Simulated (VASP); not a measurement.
# Si5C3 (P-43m) in VASP: a series of runs

The runs below take Si5C3 through single point, relaxation of cell and atoms, with PBE.

All numbers are computed with VASP 6.6.1; they aren't measurements. Logs are shortened: lines on timing, memory, paths and dates and some standing lists are left out, and cuts for length are marked.

## (1) The cell of the first run

It takes space group P-43m (No. 215, cubic). The conventional cell has a = 4.672 Å, b = 4.672 Å, c = 4.672 Å, α = 90.00°, β = 90.00°, γ = 90.00°. Within 2.9 Å of Si (site symmetry -43m) lie 4 Si at 2.19 Å. Si (site symmetry 3m) has 3 C at 1.97 Å and 1 Si at 2.19 Å within 2.6 Å. Within 2.6 Å of C (site symmetry -42m) lie 4 Si at 1.97 Å.

## (2) Single point, PBE

The input, INCAR:

```
SYSTEM = Si5C3
PREC     = Accurate       ! precision mode
ENCUT    = 520            ! plane-wave cutoff, eV
EDIFF    = 1E-6           ! SCF threshold, eV
ISMEAR   = 0              ! smearing method
SIGMA    = 0.2            ! smearing width, eV
LREAL    = .FALSE.        ! projectors in reciprocal space
LASPH    = .TRUE.         ! aspherical terms in the spheres
NELM     = 80             ! most SCF steps
ALGO     = Normal         ! electronic algorithm
ISIF     = 2              ! what is computed and relaxed
LWAVE    = .FALSE.        ! write WAVECAR
LCHARG   = .FALSE.        ! write CHGCAR
GGA      = PE             ! functional
NBANDS   = 26             ! bands
```

The input, KPOINTS:

```
Automatic mesh
0
G
  4 4 4
  0 0 0
```

The input, POSCAR:

```
Si5C3
1.0
    4.6717580294      0.0000000000      0.0000000000
    0.0000000000      4.6717580294      0.0000000000
    0.0000000000      0.0000000000      4.6717580294
Si C
5 3
Direct
    0.0000000000      0.0000000000      0.0000000000
    0.7295901082      0.2704098918      0.7295901082
    0.2704098918      0.7295901082      0.7295901082
    0.7295901082      0.7295901082      0.2704098918
    0.2704098918      0.2704098918      0.2704098918
    0.5000000000      0.5000000000      0.0000000000
    0.5000000000      0.0000000000      0.5000000000
    0.0000000000      0.5000000000      0.5000000000
```

Potentials or basis: VASP PAW PBE potentials, release 64 (Si, C).

Launch:

```console
$ cat potpaw_PBE.64/Si/POTCAR potpaw_PBE.64/C/POTCAR > POTCAR
$ mpirun -np 1 vasp_std > vasp.out
```

OUTCAR:

```text
SYSTEM = Si5C3
   PREC = Accurate
   ENCUT = 520
   EDIFF = 1E-6
   ISMEAR = 0
   LREAL = .FALSE.
   LASPH = .TRUE.
   NELM = 80
   ISIF = 2
   GGA = PE

 ion  position               nearest neighbor table
   1  0.000  0.000  0.000-   2 2.19   3 2.19   4 2.19   5 2.19
   2  0.730  0.270  0.730-   6 1.97   7 1.97   8 1.97   1 2.19   3 3.03   4 3.03   5 3.03
   3  0.270  0.730  0.730-   6 1.97   7 1.97   8 1.97   1 2.19   2 3.03   4 3.03   5 3.03
   4  0.730  0.730  0.270-   6 1.97   7 1.97   8 1.97   1 2.19   2 3.03   3 3.03   5 3.03
   5  0.270  0.270  0.270-   6 1.97   7 1.97   8 1.97   1 2.19   2 3.03   3 3.03   4 3.03
   6  0.500  0.500  0.000-   2 1.97   3 1.97   4 1.97   5 1.97
   7  0.500  0.000  0.500-   2 1.97   3 1.97   4 1.97   5 1.97
   8  0.000  0.500  0.500-   2 1.97   3 1.97   4 1.97   5 1.97

  LATTYP: Found a simple cubic cell.
 ALAT       =     4.6717580294

  Lattice vectors:

 A1 = (   4.6717580294,   0.0000000000,   0.0000000000)
 A2 = (   0.0000000000,   4.6717580294,   0.0000000000)
 A3 = (   0.0000000000,   0.0000000000,   4.6717580294)

Analysis of symmetry for initial positions (statically):
=====================================================================
 Subroutine PRICEL returns:
 Original cell was already a primitive cell.

 Routine SETGRP: Setting up the symmetry group for a
 simple cubic supercell.

 Subroutine GETGRP returns: Found 24 space group operations
 (whereof 24 operations were pure point group operations)
 out of a pool of 48 trial point group operations.

The static configuration has the point symmetry T_d .

Analysis of symmetry for dynamics (positions and initial velocities):
=====================================================================
 Subroutine PRICEL returns:
 Original cell was already a primitive cell.

 Routine SETGRP: Setting up the symmetry group for a
 simple cubic supercell.

 Subroutine GETGRP returns: Found 24 space group operations
 (whereof 24 operations were pure point group operations)
 out of a pool of 48 trial point group operations.

The dynamic configuration has the point symmetry T_d .

 Subroutine INISYM returns: Found 24 space group operations
 (whereof 24 operations are pure point group operations),
 and found     1 'primitive' translations

----------------------------------------------------------------------------------------

                                     Primitive cell

  volume of cell :     101.9626

  direct lattice vectors                    reciprocal lattice vectors
     4.671758029  0.000000000  0.000000000     0.214052182  0.000000000  0.000000000
     0.000000000  4.671758029  0.000000000     0.000000000  0.214052182  0.000000000
     0.000000000  0.000000000  4.671758029     0.000000000  0.000000000  0.214052182

  length of vectors
     4.671758029  4.671758029  4.671758029     0.214052182  0.214052182  0.214052182

  position of ions in fractional coordinates (direct lattice)
     0.000000000  0.000000000  0.000000000
     0.729590108  0.270409892  0.729590108
     0.270409892  0.729590108  0.729590108
     0.729590108  0.729590108  0.270409892
     0.270409892  0.270409892  0.270409892
     0.500000000  0.500000000  0.000000000
     0.500000000  0.000000000  0.500000000
     0.000000000  0.500000000  0.500000000

  ion indices of the primitive-cell ions
   primitive index   ion index
                 1           1
                 2           2
                 3           3
                 4           4
                 5           5
                 6           6
                 7           7
                 8           8

----------------------------------------------------------------------------------------

 KPOINTS: Automatic mesh

Automatic generation of k-mesh.
 Grid dimensions read from file:
 generate k-points for:    4    4    4

 Generating k-lattice:

  Cartesian coordinates                     Fractional coordinates (reciprocal lattice)
     0.053513046  0.000000000  0.000000000     0.250000000  0.000000000  0.000000000
     0.000000000  0.053513046  0.000000000     0.000000000  0.250000000  0.000000000
     0.000000000  0.000000000  0.053513046     0.000000000  0.000000000  0.250000000

  Length of vectors
     0.053513046  0.053513046  0.053513046

  Shift w.r.t. Gamma in fractional coordinates (k-lattice)
     0.000000000  0.000000000  0.000000000

 Subroutine IBZKPT returns following result:
 ===========================================

 Found     10 irreducible k-points:

 Following reciprocal coordinates:
            Coordinates               Weight
  0.000000  0.000000  0.000000      1.000000
  0.250000  0.000000  0.000000      6.000000
  0.500000  0.000000  0.000000      3.000000
  0.250000  0.250000  0.000000     12.000000
  0.500000  0.250000  0.000000     12.000000
  0.500000  0.500000  0.000000      3.000000
  0.250000  0.250000  0.250000      8.000000
  0.500000  0.250000  0.250000     12.000000
[... 36 lines left out ...]
   EFERMI_NEDOS =   21; number of points for ismear=-14 and -15
   IALGO  =     38    algorithm
   IMIX   =      4    mixing-type and parameters
     AMIX     =   0.40;   BMIX     =  1.00
     AMIX_MAG =   1.60;   BMIX_MAG =  1.00
  volume/ion in A,a.u.               =      12.75        86.01
  Fermi-wavevector in a.u.,A,eV,Ry     =   1.112529  2.102374 16.840199  1.237720
  Thomas-Fermi vector in A             =   2.249104
   LORBIT       =      0    0 simple, 1 ext, 2 COOP (PROOUT), +10 PAW based schemes
   GGA     = PE    functional components
   LHFCALC =     F    Hartree Fock is set to
   AEXX    =    0.0000 exact exchange contribution
   IVDW    =     0    specifies the selected vdW correction
   LEPSILON=     F    determine dielectric tensor
   LRPA    =     F    only Hartree local field effects (RPA)
 non-spin polarized calculation
 Gauss-broadening in eV      SIGMA  =   0.20
  energy-cutoff  :      520.00
  volume of cell :      101.96
 maximum number of plane-waves:      2800
 NGX is ok and might be reduce to    36
   NGX = 17   NGY = 17   NGZ = 17

 number of electron      32.0000000 magnetization

 Free energy of the ion-electron system (eV)
  ---------------------------------------------------
  ext. energy  EPLUGINS =         0.00000000
  ---------------------------------------------------
  free energy    TOTEN  =       -53.14972715 eV

  energy without entropy =      -53.14294498  energy(sigma->0) =      -53.14633606

 E-fermi :   7.7470     XC(G=0): -10.6939

 val. band max:        7.6709613688   @ k =   0.0000   0.0000   0.0000
 cond. band min:       8.1030616382   @ k =   0.2500   0.0000   0.0000
 fundamental gap:      0.4321002694
 Fermi energy:         7.7469974791

 k-point     1 :       0.0000    0.0000    0.0000
  band No.  band energies     occupation
      1      -7.2335      2.00000
      2      -3.3198      2.00000
      3      -3.3198      2.00000
      4      -0.5742      2.00000
      5      -0.5742      2.00000
      6      -0.5742      2.00000
[... 18 lines left out ...]
     25      12.4994      0.00000
     26      13.4844      0.00000

 k-point     2 :       0.2500    0.0000    0.0000
  band No.  band energies     occupation
      1      -6.9065      2.00000
      2      -4.2929      2.00000
      3      -3.2615      2.00000
      4      -1.1557      2.00000
      5      -0.3649      2.00000
      6      -0.3649      2.00000
[... 18 lines left out ...]
     25      13.4921      0.00000
     26      14.4115      0.00000

 k-point     3 :       0.5000    0.0000    0.0000
  band No.  band energies     occupation
      1      -6.2358      2.00000
      2      -5.4398      2.00000
      3      -3.2001      2.00000
      4      -1.0412      2.00000
      5      -0.0916      2.00000
      6      -0.0916      2.00000
[... 166 lines left out ...]
 k-point     9 :       0.5000    0.5000    0.2500
  band No.  band energies     occupation
      1      -4.9342      2.00000
      2      -4.7630      2.00000
      3      -4.7630      2.00000
      4      -2.5038      2.00000
      5      -0.8915      2.00000
      6       0.2557      2.00000
[... 18 lines left out ...]
     25      13.5011      0.00000
     26      13.5985      0.00000

 k-point    10 :       0.5000    0.5000    0.5000
  band No.  band energies     occupation
      1      -4.6100      2.00000
      2      -4.6100      2.00000
      3      -4.6100      2.00000
      4      -2.6067      2.00000
      5      -0.9132      2.00000
      6      -0.4545      2.00000
[... 18 lines left out ...]
     25      13.0991      0.00000
     26      13.1682      0.00000

------------------------ aborting loop because EDIFF is reached ----------------------------------------

  FORCE on cell =-STRESS in cart. coord.  units (eV):
  Direction    XX          YY          ZZ          XY          YZ          ZX
  --------------------------------------------------------------------------------------
  -------------------------------------------------------------------------------------
  Total       -0.3155046     -0.3155046     -0.3155046     -0.0000000      0.0000000      0.0000000
  in kB       -4.9576425     -4.9576425     -4.9576425     -0.0000000      0.0000000      0.0000000
  external PRESSURE =      -4.9576425 kB  Pullay stress =       0.0000000 kB

 VOLUME and BASIS-vectors are now :
 -----------------------------------------------------------------------------
  energy-cutoff  :      520.00
  volume of cell :      101.96
      direct lattice vectors                 reciprocal lattice vectors
     4.671758029  0.000000000  0.000000000     0.214052182  0.000000000  0.000000000
     0.000000000  4.671758029  0.000000000     0.000000000  0.214052182  0.000000000
     0.000000000  0.000000000  4.671758029     0.000000000  0.000000000  0.214052182

 POSITION                                       TOTAL-FORCE (eV/Angst)
 -----------------------------------------------------------------------------------
      0.00000      0.00000      0.00000        -0.000000      0.000000      0.000000
      3.40847      1.26329      3.40847        -0.020555      0.020555     -0.020555
      1.26329      3.40847      3.40847         0.020555     -0.020555     -0.020555
      3.40847      3.40847      1.26329        -0.020555     -0.020555      0.020555
      1.26329      1.26329      1.26329         0.020555      0.020555      0.020555
      2.33588      2.33588      0.00000         0.000000      0.000000      0.000000
      2.33588      0.00000      2.33588        -0.000000      0.000000      0.000000
      0.00000      2.33588      2.33588        -0.000000      0.000000      0.000000
 -----------------------------------------------------------------------------------
    total drift:                                0.000000      0.000000      0.000000

  FREE ENERGIE OF THE ION-ELECTRON SYSTEM (eV)
  ---------------------------------------------------
  free  energy   TOTEN  =       -53.1497271470 eV

  energy  without entropy=      -53.1429449821  energy(sigma->0) =      -53.14633606
```

It took 12 s on 1 thread of Intel Xeon Platinum 8559C (Emerald Rapids), shared host; peak memory 0.2 GiB.

What came out:

| Item | Value |
| --- | --- |
| Free energy | -53.1497 eV |
| Pressure | -0.5 GPa |
| Largest force | 0.036 eV/Å |
| Band gap on the k mesh | zero (filled and empty bands touch) |

Forces on the atoms (eV/Å):
```
Si   0.000  0.000  0.000
Si  -0.021  0.021 -0.021
Si   0.021 -0.021 -0.021
Si  -0.021 -0.021  0.021
Si   0.021  0.021  0.021
C    0.000  0.000  0.000
C    0.000  0.000  0.000
C    0.000  0.000  0.000
```

## (3) Relaxation of cell and atoms, PBE

This run uses another cell than the first one, of 13.57 Å³/atom, 1.064 times its volume.

The input, INCAR:

```
SYSTEM = Si5C3
  PREC = Accurate
  ENCUT = 600
  EDIFF = 1E-6
  ISMEAR = 0
  SIGMA = 0.2
  LREAL = .FALSE.
  LASPH = .TRUE.
  NELM = 80
  ALGO = Normal
  ISIF = 3
  LWAVE = .FALSE.
  LCHARG = .FALSE.
  GGA = PE
  IBRION = 2
  NSW = 36
  EDIFFG = -0.08
```

The input, KPOINTS:

```
regular mesh
0
G
  4 4 4
  0 0 0
```

The input, POSCAR:

```
Si5C3
1.0
    4.7700000000      0.0000000000      0.0000000000
    0.0000000000      4.7700000000      0.0000000000
    0.0000000000      0.0000000000      4.7700000000
Si C
5 3
Direct
    0.0000000000      0.0000000000      0.0000000000
    0.7500000000      0.2500000000      0.7500000000
    0.2500000000      0.7500000000      0.7500000000
    0.7500000000      0.7500000000      0.2500000000
    0.2500000000      0.2500000000      0.2500000000
    0.5000000000      0.5000000000      0.0000000000
    0.5000000000      0.0000000000      0.5000000000
    0.0000000000      0.5000000000      0.5000000000
```

Potentials or basis: VASP PAW PBE potentials, release 64 (Si, C).

Launch:

```console
$ cat potpaw_PBE.64/Si/POTCAR potpaw_PBE.64/C/POTCAR > POTCAR
$ mpirun -np 1 vasp_std > vasp.out
```

It took 2 min on 1 thread of Intel Xeon Platinum 8559C (Emerald Rapids), shared host; peak memory 0.24 GiB.

Results (log left out):

```
Free energy                            : -53.1568 eV
Relaxed volume                         : 12.70 Å³/atom
Relaxed cell                           : a = 4.666 Å, b = 4.666 Å, c = 4.666 Å, α = 90.00°, β = 90.00°, γ = 90.00°
Space group after relaxing (to 0.05 Å) : P-43m (No. 215)
Energy gained by relaxing              : 265.8 meV/atom
Ionic steps                            : 6
Pressure after relaxing                : -0.1 GPa
Band gap on the k mesh                 : zero (filled and empty bands touch)
```

Step by step:
```
step  energy change (eV)  largest force (eV/Å)  pressure (GPa)  volume (Å³)
   1              0.0000                6.2176           -2.39       108.53
   2             -1.2742                2.2328           -7.28       105.38
   3             -2.0052                0.1988           -7.23       106.73
   4             -2.0055                0.0841           -7.19       106.76
   5             -2.0757                0.0646            5.24        98.41
   6             -2.1263                0.0774           -0.06       101.57
```

Final structure:
```xyz
8
Lattice="4.6657 0.0000 0.0000 0.0000 4.6657 0.0000 0.0000 0.0000 4.6657" Properties=species:S:1:pos:R:3 pbc="T T T"
Si    0.0000    0.0000    0.0000
Si    3.4019    1.2638    3.4019
Si    1.2638    3.4019    3.4019
Si    3.4019    3.4019    1.2638
Si    1.2638    1.2638    1.2638
C     2.3329    2.3329    0.0000
C     2.3329    0.0000    2.3329
C     0.0000    2.3329    2.3329
```

Levels at points of the mesh, in eV from the Fermi level:
```csv
k point,band 12,band 13,band 14,band 15,band 16,band 17,band 18,band 19,band 20,band 21
"(0.00, 0.00, 0.00)",-3.76,-3.76,-0.95,-0.07,-0.07,-0.07,0.81,0.81,2.35,2.35
"(0.50, 0.00, 0.00)",-3.26,-3.16,-3.16,-1.42,-1.42,1.51,2.57,2.97,4.09,4.49
"(0.50, 0.50, 0.00)",-3.86,-3.06,-2.07,-0.86,-0.86,2.84,3.49,3.49,4.24,4.94
"(0.50, 0.50, 0.50)",-1.96,-1.96,-0.32,-0.32,-0.32,2.37,2.37,2.37,4.56,4.56
```

## (4) Single point, PBE

This run uses another cell than the first one, of 12.70 Å³/atom, 0.996 times its volume.

The input, INCAR:

```
SYSTEM = Si5C3
ALGO     = Normal         ! electronic algorithm
EDIFF    = 1E-7           ! SCF threshold, eV
ENCUT    = 520            ! plane-wave cutoff, eV
GGA      = PE             ! functional
ISIF     = 2              ! what is computed and relaxed
ISMEAR   = 0              ! smearing method
LASPH    = .True.         ! aspherical terms in the spheres
LCHARG   = .False.        ! write CHGCAR
LREAL    = .False.        ! projectors in reciprocal space
LWAVE    = .False.        ! write WAVECAR
NBANDS   = 26             ! bands
NELM     = 80             ! most SCF steps
PREC     = Accurate       ! precision mode
SIGMA    = 0.1            ! smearing width, eV
```

The input, KPOINTS:

```
k-points
0
Gamma
  8 8 8
  0 0 0
```

The input, POSCAR:

```
Si5C3
1.0
    4.6661763798      0.0000000000      0.0000000000
    0.0000000000      4.6661763798      0.0000000000
    0.0000000000      0.0000000000      4.6661763798
Si C
5 3
Direct
    0.0000000000      0.0000000000      0.0000000000
    0.7291066915      0.2708933085      0.7291066915
    0.2708933085      0.7291066915      0.7291066915
    0.7291066915      0.7291066915      0.2708933085
    0.2708933085      0.2708933085      0.2708933085
    0.5000000000      0.5000000000      0.0000000000
    0.5000000000      0.0000000000      0.5000000000
    0.0000000000      0.5000000000      0.5000000000
```

Launch:

```console
$ cat potpaw_PBE.64/Si/POTCAR potpaw_PBE.64/C/POTCAR > POTCAR
$ mpirun -np 1 vasp_std > vasp.out
```

Run time: 70 s. Hardware: 1 thread of Intel Xeon Platinum 8559C (Emerald Rapids), shared host; peak memory 0.24 GiB.

The run converged. Its results:

| Quantity | Value |
| --- | --- |
| Free energy | -53.1472 eV |
| Pressure | -0.1 GPa |
| Largest force | 0.014 eV/Å |
| Band gap on the k mesh | zero (band 16 reaches 7.72 eV, above the bottom of band 17 at 7.51 eV) |

Forces on the atoms (eV/Å):
```
Si   0.000  0.000  0.000
Si   0.008 -0.008  0.008
Si  -0.008  0.008  0.008
Si   0.008  0.008 -0.008
Si  -0.008 -0.008 -0.008
C    0.000  0.000  0.000
C    0.000  0.000  0.000
C    0.000  0.000  0.000
```

Levels at points of the mesh, in eV from the Fermi level:
```csv
k point,band 13,band 14,band 15,band 16,band 17,band 18,band 19,band 20
"(0.00, 0.00, 0.00)",-3.57,-0.76,0.11,0.11,0.11,1.00,1.00,2.53
"(0.50, 0.00, 0.00)",-2.97,-2.97,-1.24,-1.24,1.70,2.75,3.15,4.27
"(0.50, 0.50, 0.00)",-2.87,-1.89,-0.68,-0.68,3.03,3.68,3.68,4.42
"(0.50, 0.50, 0.50)",-1.78,-0.15,-0.15,-0.15,2.56,2.56,2.56,4.75
```

## (5) Overview

| task | cell | k mesh | cutoff (eV) | smearing | gap on the mesh (eV) | pressure (GPa) | largest force (eV/Å) |
| --- | --- | --- | --- | --- | --- | --- | --- |
| single point | a = 4.672 Å, 8 atoms | 4 × 4 × 4 | 520 | gaussian 0.2 eV | none | -0.5 | 0.04 |
| relaxation of cell and atoms | relaxed from a = 4.770 Å, 8 atoms | 4 × 4 × 4 | 600 | gaussian 0.2 eV | none | -0.1 | - |
| single point | a = 4.666 Å, 8 atoms | 8 × 8 × 8 | 520 | gaussian 0.1 eV | none | -0.1 | 0.01 |

Alike in all rows: level PBE; potentials or basis VASP PAW PBE potentials, release 64 (Si, C); no spin polarisation.

Total energies depend on the potentials used, so only differences within one code and one set of settings carry meaning.
